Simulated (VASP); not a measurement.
# As (R-3m) in VASP: settings compared

Aim: see how the results for As move with the level of theory and the settings. Levels: revPBE, RPBE, PBEsol, revPBE+D3(BJ). Tasks: single point, relaxation of cell and atoms.

Everything below comes from runs of VASP 6.6.1. Logs are shortened: lines on timing, memory, paths and dates and some standing lists are left out, and cuts for length are marked.

### 1 The cell of the first run

Symmetry: R-3m, No. 166, trigonal system. Conventional cell: a = 3.762 Å, b = 3.762 Å, c = 10.542 Å, α = 90.00°, β = 90.00°, γ = 120.00°. As (site symmetry 3m) has 6 As at 2.51 to 3.14 Å within 3.3 Å.

### 2 Single point, revPBE

Input file INCAR:

```
SYSTEM = As
PREC = Accurate ; ENCUT = 520
EDIFF = 1E-6 ; ISMEAR = -1
SIGMA = 0.05 ; LREAL = .FALSE.
LASPH = .TRUE. ; NELM = 60
ALGO = Normal ; ISIF = 2
LWAVE = .FALSE. ; LCHARG = .FALSE.
GGA = RE ; NBANDS = 12
```

Input file KPOINTS:

```
Automatic mesh
0
G
  9 9 9
  0 0 0
```

Input file POSCAR:

```
As
1.0
    1.8807968987      1.0858785957      3.5140619945
   -1.8807968987      1.0858785957      3.5140619945
    0.0000000000     -2.1717571915      3.5140619945
As
2
Direct
    0.2260000000      0.2260000000      0.2260000000
    0.7740000000      0.7740000000      0.7740000000
```

Potentials or basis: VASP PAW PBE potentials, release 64 (As).

On the command line:

```console
$ cat potpaw_PBE.64/As/POTCAR > POTCAR
$ mpirun -np 1 vasp_std > vasp.out
```

OUTCAR:

```text
SYSTEM = As
   PREC = Accurate
   ENCUT = 520
   EDIFF = 1E-6
   ISMEAR = -1
   LREAL = .FALSE.
   LASPH = .TRUE.
   NELM = 60
   ISIF = 2
   GGA = RE

 ion  position               nearest neighbor table
   1  0.226  0.226  0.226-   2 2.51   2 2.51   2 2.51
   2  0.774  0.774  0.774-   1 2.51   1 2.51   1 2.51

  LATTYP: Found a trigonal (rhomboedric) cell.
 ALAT       =     4.1310000000
 COS(alpha) =     0.5854247172

  Lattice vectors:

 A1 = (   1.8807968987,   1.0858785957,   3.5140619945)
 A2 = (  -1.8807968987,   1.0858785957,   3.5140619945)
 A3 = (   0.0000000000,  -2.1717571915,   3.5140619945)

Analysis of symmetry for initial positions (statically):
=====================================================================
 Subroutine PRICEL returns:
 Original cell was already a primitive cell.

 Routine SETGRP: Setting up the symmetry group for a
 trigonal (rhombohedral) supercell.

 Subroutine GETGRP returns: Found 12 space group operations
 (whereof 12 operations were pure point group operations)
 out of a pool of 12 trial point group operations.

The static configuration has the point symmetry D_3d.

Analysis of symmetry for dynamics (positions and initial velocities):
=====================================================================
 Subroutine PRICEL returns:
 Original cell was already a primitive cell.

 Routine SETGRP: Setting up the symmetry group for a
 trigonal (rhombohedral) supercell.

 Subroutine GETGRP returns: Found 12 space group operations
 (whereof 12 operations were pure point group operations)
 out of a pool of 12 trial point group operations.

The dynamic configuration has the point symmetry D_3d.

 Subroutine INISYM returns: Found 12 space group operations
 (whereof 12 operations are pure point group operations),
 and found     1 'primitive' translations

----------------------------------------------------------------------------------------

                                     Primitive cell

  volume of cell :      43.0610

  direct lattice vectors                    reciprocal lattice vectors
     1.880796899  1.085878596  3.514061995     0.265844760  0.153485544  0.094856987
    -1.880796899  1.085878596  3.514061995    -0.265844760  0.153485544  0.094856987
     0.000000000 -2.171757191  3.514061995     0.000000000 -0.306971087  0.094856987

  length of vectors
     4.131000000  4.131000000  4.131000000     0.321292852  0.321292852  0.321292852

  position of ions in fractional coordinates (direct lattice)
     0.226000000  0.226000000  0.226000000
     0.774000000  0.774000000  0.774000000

  ion indices of the primitive-cell ions
   primitive index   ion index
                 1           1
                 2           2

----------------------------------------------------------------------------------------

 KPOINTS: Automatic mesh

Automatic generation of k-mesh.
 Grid dimensions read from file:
 generate k-points for:    9    9    9

 Generating k-lattice:

  Cartesian coordinates                     Fractional coordinates (reciprocal lattice)
     0.029538307  0.017053949  0.010539665     0.111111111  0.000000000 -0.000000000
    -0.029538307  0.017053949  0.010539665     0.000000000  0.111111111 -0.000000000
     0.000000000 -0.034107899  0.010539665    -0.000000000 -0.000000000  0.111111111

  Length of vectors
     0.035699206  0.035699206  0.035699206

  Shift w.r.t. Gamma in fractional coordinates (k-lattice)
     0.000000000  0.000000000  0.000000000

 Subroutine IBZKPT returns following result:
 ===========================================

 Found     85 irreducible k-points:

 Following reciprocal coordinates:
            Coordinates               Weight
  0.000000  0.000000  0.000000      1.000000
  0.111111 -0.000000 -0.000000      6.000000
  0.222222 -0.000000 -0.000000      6.000000
  0.333333 -0.000000 -0.000000      6.000000
  0.444444 -0.000000 -0.000000      6.000000
  0.111111  0.111111 -0.000000      6.000000
[... 16 lines left out ...]
 -0.333333  0.333333  0.000000      6.000000
  0.444444  0.444444 -0.000000      6.000000
 [... further k-points ...]
   k-points           NKPTS =     85   k-points in BZ     NKDIM =     85   number of bands    NBANDS=     12
   number of dos      NEDOS =    301   number of ions     NIONS =      2
   total plane-waves  NPLWV =  32768
   dimension x,y,z NGX =    32 NGY =   32 NGZ =   32
   dimension x,y,z NGXF=    64 NGYF=   64 NGZF=   64
   ions per type =               2
   NGX,Y,Z   is equivalent  to a cutoff of  12.88, 12.88, 12.88 a.u.
   NGXF,Y,Z  is equivalent  to a cutoff of  25.76, 25.76, 25.76 a.u.
 SYSTEM =  As
   PREC   = accura    normal or accurate (medium, high low for compatibility)
   ISTART =      0    job   : 0-new  1-cont  2-samecut
   ICHARG =      2    charge: 1-file 2-atom 10-const
   ISPIN  =      1    spin polarized calculation?
   LNONCOLLINEAR =      F non collinear calculations
   LSORBIT =      F    spin-orbit coupling
   LASPH  =      T    aspherical Exc in radial PAW
   ENCUT  =  520.0 eV  38.22 Ry    6.18 a.u.   7.68  7.68  7.68*2*pi/ulx,y,z
   NELM   =     60;   NELMIN=  2; NELMDL= -5     # of ELM steps
   EDIFF  = 0.1E-05   stopping-criterion for ELM
   LREAL  =      F    real-space projection
   EDIFFG = 0.1E-04   stopping-criterion for IOM
   NSW    =      0    number of steps for IOM
   IBRION =     -1    ionic relax: 0-MD 1-quasi-New 2-CG
   NFREE  =      0    steps in history (QN), initial steepest desc. (CG)
   ISIF   =      2    stress and relaxation
   ISYM   =      2    0-nonsym 1-usesym 2-fastsym
   POTIM  = 0.5000    time-step for ionic-motion
   TEBEG  =    0.0;   TEEND  =   0.0 temperature during run
   PSTRESS=    0.0 pullay stress
   NELECT =      10.0000    total number of electrons
   NUPDOWN=      -1.0000    fix difference up-down
   EMIN   =  10.00;   EMAX   =-10.00  energy-range for DOS
   EFERMI =   0.00;   METHOD = LEGACY
   ISMEAR =    -1;   SIGMA  =   0.05  broadening in eV -4-tet -1-fermi 0-gaus
   EFERMI_NEDOS =   21; number of points for ismear=-14 and -15
   IALGO  =     38    algorithm
   IMIX   =      4    mixing-type and parameters
     AMIX     =   0.40;   BMIX     =  1.00
     AMIX_MAG =   1.60;   BMIX_MAG =  1.00
  volume/ion in A,a.u.               =      21.53       145.29
  Fermi-wavevector in a.u.,A,eV,Ry     =   1.006268  1.901570 13.776916  1.012575
  Thomas-Fermi vector in A             =   2.138999
   LORBIT       =      0    0 simple, 1 ext, 2 COOP (PROOUT), +10 PAW based schemes
   GGA     = RE    functional components
   LHFCALC =     F    Hartree Fock is set to
   AEXX    =    0.0000 exact exchange contribution
   IVDW    =     0    specifies the selected vdW correction
   LEPSILON=     F    determine dielectric tensor
   LRPA    =     F    only Hartree local field effects (RPA)
 non-spin polarized calculation
  energy-cutoff  :      520.00
  volume of cell :       43.06
 maximum number of plane-waves:      1171
   NGX = 15   NGY = 15   NGZ = 15

 number of electron      10.0000000 magnetization

 Free energy of the ion-electron system (eV)
  ---------------------------------------------------
  ext. energy  EPLUGINS =         0.00000000
  ---------------------------------------------------
  free energy    TOTEN  =        -8.67378830 eV

  energy without entropy =       -8.67230148  energy(sigma->0) =       -8.67304489

 E-fermi :   5.5695     XC(G=0):  -9.9087

 val. band max:        5.5104118725   @ k =   0.3333   0.2222   0.2222
 cond. band min:       5.5910281122   @ k =   0.4444   0.3333   0.3333
 fundamental gap:      0.0806162396
 Fermi energy:         5.5694804765

 k-point     1 :       0.0000    0.0000    0.0000
  band No.  band energies     occupation
      1      -9.5227      2.00000
      2      -0.2120      2.00000
      3       3.0601      2.00000
      4       3.4849      2.00000
      5       3.4849      2.00000
      6       7.1259      0.00000
      7       8.4386      0.00000
      8       8.4386      0.00000
      9      12.4176      0.00000
     10      12.4176      0.00000
     11      12.9567      0.00000
     12      14.3005      0.00000

 k-point     2 :       0.1111   -0.0000   -0.0000
  band No.  band energies     occupation
      1      -9.3573      2.00000
      2      -0.7926      2.00000
      3       3.0539      2.00000
      4       3.3579      2.00000
      5       3.4817      2.00000
      6       7.4096      0.00000
      7       8.1566      0.00000
      8       8.3298      0.00000
      9      11.4955      0.00000
     10      12.2433      0.00000
     11      12.2649      0.00000
     12      15.3754      0.00000

 k-point     3 :       0.2222   -0.0000   -0.0000
  band No.  band energies     occupation
      1      -8.8662      2.00000
      2      -2.1579      2.00000
      3       2.7878      2.00000
      4       3.0780      2.00000
      5       3.9222      2.00000
      6       6.9484      0.00000
      7       7.7362      0.00000
      8       7.8929      0.00000
      9      11.4514      0.00000
     10      12.0593      0.00000
     11      12.8908      0.00000
     12      17.3636      0.00000
[... 286 lines left out ...]
 k-point    23 :      -0.3333    0.3333    0.0000
  band No.  band energies     occupation
      1      -5.8470      2.00000
      2      -5.6867      2.00000
      3      -0.4557      2.00000
      4       2.3125      2.00000
      5       2.3439      2.00000
      6       8.1498      0.00000
      7       8.2614      0.00000
      8      11.4162      0.00000
      9      12.0648      0.00000
     10      13.4233      0.00000
     11      15.6239      0.00000
     12      18.1233      0.00000

 k-point    24 :       0.4444    0.4444   -0.0000
  band No.  band energies     occupation
      1      -6.9373      2.00000
      2      -4.0254      2.00000
      3      -0.2829      2.00000
      4       1.4264      2.00000
      5       1.4484      2.00000
      6       7.0169      0.00000
      7      10.9419      0.00000
      8      12.3339      0.00000
      9      12.4322      0.00000
     10      15.9800      0.00000
     11      17.0231      0.00000
     12      18.3702      0.00000

 [... further k-points ...]

------------------------ aborting loop because EDIFF is reached ----------------------------------------

  FORCE on cell =-STRESS in cart. coord.  units (eV):
  Direction    XX          YY          ZZ          XY          YZ          ZX
  --------------------------------------------------------------------------------------
  -------------------------------------------------------------------------------------
  Total        1.4736757      1.4736757      1.2818740      0.0000000     -0.0000000      0.0000000
  in kB       54.8313150     54.8313150     47.6949150      0.0000000     -0.0000000      0.0000000
  external PRESSURE =      52.4525150 kB  Pullay stress =       0.0000000 kB

 VOLUME and BASIS-vectors are now :
 -----------------------------------------------------------------------------
  energy-cutoff  :      520.00
  volume of cell :       43.06
      direct lattice vectors                 reciprocal lattice vectors
     1.880796899  1.085878596  3.514061995     0.265844760  0.153485544  0.094856987
    -1.880796899  1.085878596  3.514061995    -0.265844760  0.153485544  0.094856987
     0.000000000 -2.171757191  3.514061995     0.000000000 -0.306971087  0.094856987

 POSITION                                       TOTAL-FORCE (eV/Angst)
 -----------------------------------------------------------------------------------
      0.00000     -0.00000      2.38253         0.000000     -0.000000      0.509249
      0.00000     -0.00000      8.15965         0.000000      0.000000     -0.509249
 -----------------------------------------------------------------------------------
    total drift:                               -0.000000     -0.000000      0.000000

  FREE ENERGIE OF THE ION-ELECTRON SYSTEM (eV)
  ---------------------------------------------------
  free  energy   TOTEN  =        -8.6737882958 eV

  energy  without entropy=       -8.6723014757  energy(sigma->0) =       -8.67304489
```

Run time: 44 s. Hardware: 1 thread of Intel Xeon 8259CL, shared host; peak memory 0.19 GiB.

Results:

- Free energy: -8.6738 eV
- Pressure: 5.2 GPa
- Largest force: 0.509 eV/Å
- Band gap on the k mesh: zero (bands 5 and 6 overlap by 0.10 eV)

Forces on the atoms (eV/Å):
```
As   0.000  0.000  0.509
As   0.000  0.000 -0.509
```

Stress tensor (GPa, compression positive):
```
5.48 0.00 0.00
0.00 5.48 0.00
0.00 0.00 4.77
```

Levels at points of the mesh, in eV from the Fermi level:
```
           k point  band 1  band 2  band 3  band 4  band 5  band 6  band 7  band 8  band 9  band 10
(0.00, 0.00, 0.00)  -15.09   -5.78   -2.51   -2.08   -2.08    1.56    2.87    2.87    6.85     6.85
```

Caveat: the cell stands under pressure; the PAW data sets were made with another functional, which shifts forces and pressure a little.

### 3 Single point, RPBE

This run uses another cell than the first one, of 39.81 Å³/atom.

Input file INCAR:

```
ALGO = Normal
EDIFF = 1E-7
ENCUT = 520
GGA = RP
ISIF = 2
ISMEAR = -1
LASPH = T
LCHARG = F
LREAL = F
LWAVE = F
NBANDS = 12
NELM = 60
PREC = Accurate
SIGMA = 0.05
```

Input file KPOINTS:

```
k-points
0
Gamma
  9 9 9
```

Input file POSCAR:

```
As
1.0
    1.8234786593      1.0527858948      6.9131199517
   -1.8234786593      1.0527858948      6.9131199517
    0.0000000000     -2.1055717897      6.9131199517
As
2
Direct
    0.2001589502      0.2001589502      0.2001589502
    0.7998410498      0.7998410498      0.7998410498
```

Potentials or basis: VASP PAW PBE potentials, release 64 (As).

On the command line:

```console
$ cat potpaw_PBE.64/As/POTCAR > POTCAR
$ mpirun -np 1 vasp_std > vasp.out
```

Wall time 6.2 min (1 thread of Intel Xeon 8259CL, shared host); peak memory 0.4 GiB.

It converged, with:

```
Free energy            : -8.7805 eV
Pressure               : 0.2 GPa
Largest force          : 0.072 eV/Å
Band gap on the k mesh : 1.66 eV (least direct gap 1.80 eV)
```

Forces on the atoms (eV/Å):
```
As   0.000  0.000  0.072
As   0.000  0.000 -0.072
```

Stress tensor (GPa, compression positive):
```
0.13 0.00 0.00
0.00 0.13 0.00
0.00 0.00 0.23
```

Levels at points of the mesh, in eV from the valence-band top:
```tsv
k point	band 1	band 2	band 3	band 4	band 5	band 6	band 7	band 8	band 9	band 10
(0.00, 0.00, 0.00)	-13.18	-6.96	-0.51	0.00	0.00	2.03	3.49	3.49	6.11	8.94
```

Caveat: the PAW data sets were made with another functional, which shifts forces and pressure a little; an odd mesh through Γ misses points on the zone boundary, where band edges can lie.

### 4 Relaxation of cell and atoms, RPBE

Input file INCAR:

```
PREC = Accurate
ENCUT = 600
EDIFF = 1E-7
ISMEAR = -1
SIGMA = 0.05
LREAL = False
LASPH = True
NELM = 80
ALGO = Normal
ISIF = 3
LWAVE = False
LCHARG = False
GGA = RP
IBRION = 2
NSW = 60
EDIFFG = -0.01
```

Input file KPOINTS:

```
Automatic mesh
0
Gamma
  9 9 9
```

Input file POSCAR:

```
As
1.0
    1.8807968987      1.0858785957      3.5140619945
   -1.8807968987      1.0858785957      3.5140619945
    0.0000000000     -2.1717571915      3.5140619945
As
2
Direct
    0.2260000000      0.2260000000      0.2260000000
    0.7740000000      0.7740000000      0.7740000000
```

On the command line:

```console
$ cat potpaw_PBE.64/As/POTCAR > POTCAR
$ mpirun -np 1 vasp_std > vasp.out
```

Run time: 19 min. Hardware: 1 thread of Intel Xeon 8259CL, shared host; peak memory 0.24 GiB.

It converged, with:

| Property | Result |
| --- | --- |
| Free energy | -8.7697 eV |
| Relaxed volume | 36.43 Å³/atom |
| Relaxed cell | a = 6.657 Å, b = 6.657 Å, c = 6.657 Å, α = 31.82°, β = 31.82°, γ = 31.82° |
| Space group after relaxing (to 0.1 Å) | R-3m (No. 166) |
| Energy gained by relaxing | 101.0 meV/atom |
| Ionic steps | 31 |
| Pressure after relaxing | 0.0 GPa |
| Largest force after relaxing | 0.007 eV/Å |
| Band gap on the k mesh | 1.55 eV (least direct gap 1.76 eV) |

Forces on the atoms (eV/Å):
```
As   0.000  0.000 -0.007
As   0.000  0.000  0.007
```

The path:
```tsv
step	energy change (eV)	largest force (eV/Å)	pressure (GPa)	volume (Å³)
1	0.0000	0.5163	5.72	43.06
2	-0.0262	0.5613	-2.94	48.03
3	-0.0538	0.1483	0.23	45.84
4	-0.0562	0.0972	0.15	46.12
5	-0.0594	0.0489	-0.04	46.90
6	-0.0617	0.0347	0.00	47.07
7	-0.0665	0.0118	0.16	47.58
8	-0.0711	0.1182	0.57	48.52
9	-0.0690	0.3123	1.52	50.10
10	-0.0726	0.1745	1.00	49.19
11	-0.0739	0.1914	0.90	49.43
12	-0.0776	0.2401	0.63	50.17
13	-0.0846	0.3280	0.20	51.62
14	-0.1013	0.4671	-0.30	54.47
15	-0.1424	0.6649	-0.70	59.96
16	-0.1690	0.5745	0.41	70.10
17	-0.1706	0.2728	0.20	61.80
18	-0.1845	0.3035	0.48	66.04
19	-0.2006	0.0408	0.10	70.90
20	-0.2007	0.0610	0.08	71.19
21	-0.2008	0.0940	-0.34	72.62
22	-0.2011	0.0243	-0.15	71.98
23	-0.2017	0.0373	-0.02	72.32
24	-0.2017	0.0391	0.00	72.37
25	-0.2017	0.0441	0.16	72.49
26	-0.2018	0.0071	0.09	72.44
27	-0.2019	0.0129	0.01	72.83
28	-0.2019	0.0126	0.01	72.80
29	-0.2019	0.0247	-0.06	72.95
30	-0.2019	0.0087	-0.03	72.89
31	-0.2019	0.0070	0.01	72.87
```

Final structure:
```yaml
crystal:
  lattice:
    - [1.82509, 1.05372, 6.31503]
    - [-1.82509, 1.05372, 6.31503]
    - [0.00000, -2.10744, 6.31503]
  atoms:
    - { symbol: As, position: [0.20347, 0.20347, 0.20347] }
    - { symbol: As, position: [0.79653, 0.79653, 0.79653] }
```

Levels at points of the mesh, in eV from the valence-band top:
```tsv
k point	band 1	band 2	band 3	band 4	band 5	band 6	band 7	band 8	band 9
(0.00, 0.00, 0.00)	-13.20	-6.99	-0.69	-0.03	-0.03	2.06	3.45	3.45	6.80
```

Caveat: the volume moved by over 15 % at a fixed basis, so the end points are rough; the PAW data sets were made with another functional, which shifts forces and pressure a little; an odd mesh through Γ misses points on the zone boundary, where band edges can lie.

[end of part 1 of 2]
